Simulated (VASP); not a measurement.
# K (Im-3m) in VASP: single point with PBE

Aim: the single point of K with PBE.

Program: VASP 6.6.1. These are calculated values, not measurements. Logs are shortened: lines on timing, memory, paths and dates and some standing lists are left out, and cuts for length are marked.

**1. The cell of the first run**

Symmetry: Im-3m, No. 229, cubic system. Conventional cell: a = 5.225 Å, b = 5.225 Å, c = 5.225 Å, α = 90.00°, β = 90.00°, γ = 90.00°.

**2. Single point, PBE**

Input file POSCAR:

```
K
1.0
   -2.6125000000      2.6125000000      2.6125000000
    2.6125000000     -2.6125000000      2.6125000000
    2.6125000000      2.6125000000     -2.6125000000
K
1
Direct
    0.0000000000      0.0000000000      0.0000000000
```

Input file INCAR.step1:

```
SYSTEM = K
  ALGO = Normal
  EDIFF = 1E-6
  ENCUT = 400
  GGA = PE
  GGA_COMPAT = .FALSE.
  ISIF = 2
  ISMEAR = -1
  LASPH = .TRUE.
  LCHARG = .TRUE.
  LORBIT = 11
  LREAL = .FALSE.
  LWAVE = .FALSE.
  NBANDS = 10
  NEDOS = 2001
  NELM = 120
  PREC = Accurate
  SIGMA = 0.05
```

Input file KPOINTS.step1:

```
k-points
0
G
  7 7 7
  0 0 0
```

Input file INCAR.step2:

```
SYSTEM = K
  ALGO = Normal
  EDIFF = 1E-6
  ENCUT = 400
  GGA = PE
  GGA_COMPAT = .FALSE.
  ICHARG = 11
  ISIF = 2
  ISMEAR = -5
  LASPH = .TRUE.
  LCHARG = .FALSE.
  LORBIT = 10
  LREAL = .FALSE.
  LWAVE = .FALSE.
  NBANDS = 10
  NEDOS = 1001
  NELM = 120
  PREC = Accurate
  SIGMA = 0.05
```

Input file KPOINTS.step2:

```
k-points
0
G
  11 11 11
  0 0 0
```

Potentials or basis: VASP PAW PBE potentials, release 64 (K_sv).

The run is started by

```console
cat potpaw_PBE.64/K_sv/POTCAR > POTCAR
cp INCAR.step1 INCAR
cp KPOINTS.step1 KPOINTS
mpirun -np 1 vasp_std > vasp.out
cp INCAR.step2 INCAR
cp KPOINTS.step2 KPOINTS
mpirun -np 1 vasp_std > vasp.out
```

OUTCAR:

```text
SYSTEM = K
   EDIFF = 1E-6
   ENCUT = 400
   GGA = PE
   ICHARG = 11
   ISIF = 2
   ISMEAR = -5
   LASPH = .TRUE.
   LORBIT = 10
   LREAL = .FALSE.
   NELM = 120
   PREC = Accurate

 ion  position               nearest neighbor table
   1  0.000  0.000  0.000-

  LATTYP: Found a body centered cubic cell.
 ALAT       =     5.2250000000

  Lattice vectors:

 A1 = (  -2.6125000000,   2.6125000000,   2.6125000000)
 A2 = (   2.6125000000,  -2.6125000000,   2.6125000000)
 A3 = (   2.6125000000,   2.6125000000,  -2.6125000000)

Analysis of symmetry for initial positions (statically):
=====================================================================
 Subroutine PRICEL returns:
 Original cell was already a primitive cell.

 Routine SETGRP: Setting up the symmetry group for a
 body centered cubic supercell.

 Subroutine GETGRP returns: Found 48 space group operations
 (whereof 48 operations were pure point group operations)
 out of a pool of 48 trial point group operations.

The static configuration has the point symmetry O_h .

Analysis of symmetry for dynamics (positions and initial velocities):
=====================================================================
 Subroutine PRICEL returns:
 Original cell was already a primitive cell.

 Routine SETGRP: Setting up the symmetry group for a
 body centered cubic supercell.

 Subroutine GETGRP returns: Found 48 space group operations
 (whereof 48 operations were pure point group operations)
 out of a pool of 48 trial point group operations.

The dynamic configuration has the point symmetry O_h .

 Subroutine INISYM returns: Found 48 space group operations
 (whereof 48 operations are pure point group operations),
 and found     1 'primitive' translations

----------------------------------------------------------------------------------------

                                     Primitive cell

  volume of cell :      71.3229

  direct lattice vectors                    reciprocal lattice vectors
    -2.612500000  2.612500000  2.612500000     0.000000000  0.191387560  0.191387560
     2.612500000 -2.612500000  2.612500000     0.191387560  0.000000000  0.191387560
     2.612500000  2.612500000 -2.612500000     0.191387560  0.191387560  0.000000000

  length of vectors
     4.524982735  4.524982735  4.524982735     0.270662883  0.270662883  0.270662883

  position of ions in fractional coordinates (direct lattice)
     0.000000000  0.000000000  0.000000000

  ion indices of the primitive-cell ions
   primitive index   ion index
                 1           1

----------------------------------------------------------------------------------------

 KPOINTS: k-points

Automatic generation of k-mesh.
 Grid dimensions read from file:
 generate k-points for:   11   11   11

 Generating k-lattice:

  Cartesian coordinates                     Fractional coordinates (reciprocal lattice)
     0.000000000  0.017398869  0.017398869     0.090909091  0.000000000  0.000000000
     0.017398869  0.000000000  0.017398869     0.000000000  0.090909091  0.000000000
     0.017398869  0.017398869  0.000000000     0.000000000  0.000000000  0.090909091

  Length of vectors
     0.024605717  0.024605717  0.024605717

  Shift w.r.t. Gamma in fractional coordinates (k-lattice)
     0.000000000  0.000000000  0.000000000

 TETIRR: Found   1471 inequivalent tetrahedra from     7986

 Subroutine IBZKPT returns following result:
 ===========================================

 Found     56 irreducible k-points:

 Following reciprocal coordinates:
            Coordinates               Weight
  0.000000  0.000000  0.000000      1.000000
  0.090909  0.000000  0.000000     12.000000
  0.181818  0.000000  0.000000     12.000000
  0.272727  0.000000  0.000000     12.000000
  0.363636  0.000000  0.000000     12.000000
  0.454545  0.000000  0.000000     12.000000
[... 16 lines left out ...]
  0.272727  0.181818  0.090909     48.000000
  0.363636  0.181818  0.090909     24.000000
 [... further k-points ...]
   k-points           NKPTS =     56   k-points in BZ     NKDIM =     56   number of bands    NBANDS=     10
   number of dos      NEDOS =   1001   number of ions     NIONS =      1
   total plane-waves  NPLWV =  27000
   dimension x,y,z NGX =    30 NGY =   30 NGZ =   30
   dimension x,y,z NGXF=    60 NGYF=   60 NGZF=   60
   ions per type =               1
   NGX,Y,Z   is equivalent  to a cutoff of  11.02, 11.02, 11.02 a.u.
   NGXF,Y,Z  is equivalent  to a cutoff of  22.04, 22.04, 22.04 a.u.
 SYSTEM =  K
   PREC   = accura    normal or accurate (medium, high low for compatibility)
   ISTART =      0    job   : 0-new  1-cont  2-samecut
   ICHARG =     11    charge: 1-file 2-atom 10-const
   ISPIN  =      1    spin polarized calculation?
   LNONCOLLINEAR =      F non collinear calculations
   LSORBIT =      F    spin-orbit coupling
   LASPH  =      T    aspherical Exc in radial PAW
   ENCUT  =  400.0 eV  29.40 Ry    5.42 a.u.   7.38  7.38  7.38*2*pi/ulx,y,z
   NELM   =    120;   NELMIN=  2; NELMDL=  0     # of ELM steps
   EDIFF  = 0.1E-05   stopping-criterion for ELM
   LREAL  =      F    real-space projection
   EDIFFG = 0.1E-04   stopping-criterion for IOM
   NSW    =      0    number of steps for IOM
   IBRION =     -1    ionic relax: 0-MD 1-quasi-New 2-CG
   NFREE  =      0    steps in history (QN), initial steepest desc. (CG)
   ISIF   =      2    stress and relaxation
   ISYM   =      2    0-nonsym 1-usesym 2-fastsym
   POTIM  = 0.5000    time-step for ionic-motion
   TEBEG  =    0.0;   TEEND  =   0.0 temperature during run
   PSTRESS=    0.0 pullay stress
   NELECT =       9.0000    total number of electrons
   NUPDOWN=      -1.0000    fix difference up-down
   EMIN   =  10.00;   EMAX   =-10.00  energy-range for DOS
   EFERMI =   0.00;   METHOD = LEGACY
   ISMEAR =    -5;   SIGMA  =   0.05  broadening in eV -4-tet -1-fermi 0-gaus
   EFERMI_NEDOS =   21; number of points for ismear=-14 and -15
   IALGO  =     38    algorithm
   IMIX   =      4    mixing-type and parameters
     AMIX     =   0.40;   BMIX     =  1.00
     AMIX_MAG =   1.60;   BMIX_MAG =  1.00
  volume/ion in A,a.u.               =      71.32       481.31
  Fermi-wavevector in a.u.,A,eV,Ry     =   0.821131  1.551714  9.173822  0.674257
  Thomas-Fermi vector in A             =   1.932236
   LORBIT       =     10    0 simple, 1 ext, 2 COOP (PROOUT), +10 PAW based schemes
   GGA     = PE    functional components
   LHFCALC =     F    Hartree Fock is set to
   AEXX    =    0.0000 exact exchange contribution
   IVDW    =     0    specifies the selected vdW correction
   LEPSILON=     F    determine dielectric tensor
   LRPA    =     F    only Hartree local field effects (RPA)
 non-spin polarized calculation
 Fermi weights with tetrahedron method with Bloechl corrections
  energy-cutoff  :      400.00
  volume of cell :       71.32
 maximum number of plane-waves:      1316
 NGX is ok and might be reduce to    30

 number of electron       8.9999999 magnetization

 Free energy of the ion-electron system (eV)
  ---------------------------------------------------
  ext. energy  EPLUGINS =         0.00000000
  ---------------------------------------------------
  free energy    TOTEN  =        -1.04580039 eV

  energy without entropy =       -1.04580039  energy(sigma->0) =       -1.04580039

 E-fermi :  -0.0141     XC(G=0):  -5.7256

 val. band max:       -0.0635734017   @ k =  -0.3636   0.4545   0.0909
 cond. band min:       0.0327306092   @ k =   0.1818   0.1818   0.1818
 fundamental gap:      0.0963040109
 Fermi energy:        -0.0141220865

 k-point     1 :       0.0000    0.0000    0.0000
  band No.  band energies     occupation
      1     -32.1654      2.00000
      2     -15.6122      2.00000
      3     -15.6122      2.00000
      4     -15.6122      2.00000
      5      -2.2510      2.00000
      6       4.2740      0.00000
      7       4.2740      0.00000
      8       4.2740      0.00000
      9       5.2017      0.00000
     10       5.2017      0.00000

 k-point     2 :       0.0909    0.0000    0.0000
  band No.  band energies     occupation
      1     -32.1650      2.00000
      2     -15.6182      2.00000
      3     -15.6142      2.00000
      4     -15.6121      2.00000
      5      -2.1456      2.00000
      6       4.1143      0.00000
      7       4.1386      0.00000
      8       4.3591      0.00000
      9       5.0236      0.00000
     10       5.1752      0.00000

 k-point     3 :       0.1818    0.0000    0.0000
  band No.  band energies     occupation
      1     -32.1640      2.00000
      2     -15.6345      2.00000
      3     -15.6196      2.00000
      4     -15.6121      2.00000
      5      -1.8354      2.00000
      6       3.5141      0.00000
      7       3.8338      0.00000
      8       4.6113      0.00000
      9       4.9598      0.00000
     10       5.1412      0.00000

 k-point     4 :       0.2727    0.0000    0.0000
  band No.  band energies     occupation
      1     -32.1627      2.00000
      2     -15.6555      2.00000
      3     -15.6266      2.00000
      4     -15.6121      2.00000
      5      -1.3376      2.00000
      6       2.6958      0.00000
      7       3.5148      0.00000
      8       5.0218      0.00000
      9       5.0407      0.00000
     10       5.1775      0.00000

 k-point     5 :       0.3636    0.0000    0.0000
  band No.  band energies     occupation
      1     -32.1614      2.00000
      2     -15.6747      2.00000
      3     -15.6331      2.00000
      4     -15.6121      2.00000
      5      -0.6815      2.09076
      6       1.8346      0.00000
      7       3.2709      0.00000
      8       5.0235      0.00000
      9       5.3344      0.00000
     10       5.5764      0.00000

 k-point     6 :       0.4545    0.0000    0.0000
  band No.  band energies     occupation
      1     -32.1607      2.00000
      2     -15.6859      2.00000
      3     -15.6369      2.00000
      4     -15.6121      2.00000
      5       0.0850      0.56002
      6       0.9741      0.00000
      7       3.1416      0.00000
      8       4.9036      0.00000
      9       5.6214      0.00000
     10       6.2223      0.00000
[... 183 lines left out ...]
 k-point    21 :      -0.0909    0.0909    0.0909
  band No.  band energies     occupation
      1     -32.1646      2.00000
      2     -15.6200      2.00000
      3     -15.6162      2.00000
      4     -15.6162      2.00000
      5      -2.0412      2.00000
      6       4.0631      0.00000
      7       4.0631      0.00000
      8       4.3988      0.00000
      9       4.5836      0.00000
     10       5.3730      0.00000

 k-point    22 :       0.1818    0.1818    0.0909
  band No.  band energies     occupation
      1     -32.1614      2.00000
      2     -15.6701      2.00000
      3     -15.6307      2.00000
      4     -15.6216      2.00000
      5      -0.5820      2.11640
      6       2.2669      0.00000
      7       2.5566      0.00000
      8       4.7245      0.00000
      9       5.3575      0.00000
     10       5.6110      0.00000

 k-point    23 :       0.2727    0.1818    0.0909
  band No.  band energies     occupation
      1     -32.1607      2.00000
      2     -15.6735      2.00000
      3     -15.6407      2.00000
      4     -15.6232      2.00000
      5       0.1132      0.45709
      6       1.6414      0.00000
      7       2.3061      0.00000
      8       4.3318      0.00000
      9       5.4966      0.00000
     10       5.7469      0.00000

 k-point    24 :       0.3636    0.1818    0.0909
  band No.  band energies     occupation
      1     -32.1604      2.00000
      2     -15.6736      2.00000
      3     -15.6459      2.00000
      4     -15.6237      2.00000
      5       0.8763     -0.02952
      6       0.8924      0.00000
      7       2.2338      0.00000
      8       4.1593      0.00000
      9       5.6031      0.00000
     10       5.7532      0.00000

 [... further k-points ...]

------------------------ aborting loop because EDIFF is reached ----------------------------------------

  FORCE on cell =-STRESS in cart. coord.  units (eV):
  Direction    XX          YY          ZZ          XY          YZ          ZX
  --------------------------------------------------------------------------------------
  -------------------------------------------------------------------------------------
  Total        0.0523884      0.0523884      0.0523884      0.0000000      0.0000000     -0.0000000
  in kB        1.1768385      1.1768385      1.1768385      0.0000000      0.0000000     -0.0000000
  external PRESSURE =       1.1768385 kB  Pullay stress =       0.0000000 kB

 VOLUME and BASIS-vectors are now :
 -----------------------------------------------------------------------------
  energy-cutoff  :      400.00
  volume of cell :       71.32
      direct lattice vectors                 reciprocal lattice vectors
    -2.612500000  2.612500000  2.612500000     0.000000000  0.191387560  0.191387560
     2.612500000 -2.612500000  2.612500000     0.191387560  0.000000000  0.191387560
     2.612500000  2.612500000 -2.612500000     0.191387560  0.191387560  0.000000000

 POSITION                                       TOTAL-FORCE (eV/Angst)
 -----------------------------------------------------------------------------------
      0.00000      0.00000      0.00000         0.000000     -0.000000     -0.000000
 -----------------------------------------------------------------------------------
    total drift:                               -0.000000     -0.000000      0.000000

  FREE ENERGIE OF THE ION-ELECTRON SYSTEM (eV)
  ---------------------------------------------------
  free  energy   TOTEN  =        -1.0458003936 eV

  energy  without entropy=       -1.0458003936  energy(sigma->0) =       -1.04580039

 total charge

# of ion       s       p       d       tot
------------------------------------------
    1        1.981   5.552   0.005   7.538
```

Wall time 22 s (1 thread of Intel Xeon Platinum 8488C (Sapphire Rapids), shared host); peak memory 0.16 GiB.

Results:

```yaml
Valence_electrons_inside_the_program's_atomic_spheres: K 7.54
```

Levels at points of the mesh, in eV from the Fermi level:
```csv
k point,band 2,band 3,band 4,band 5,band 6,band 7
"(0.00, 0.00, 0.00)",-15.60,-15.60,-15.60,-2.24,4.29,4.29
```

Caveat: tetrahedron occupations give inexact forces and stress in metals.
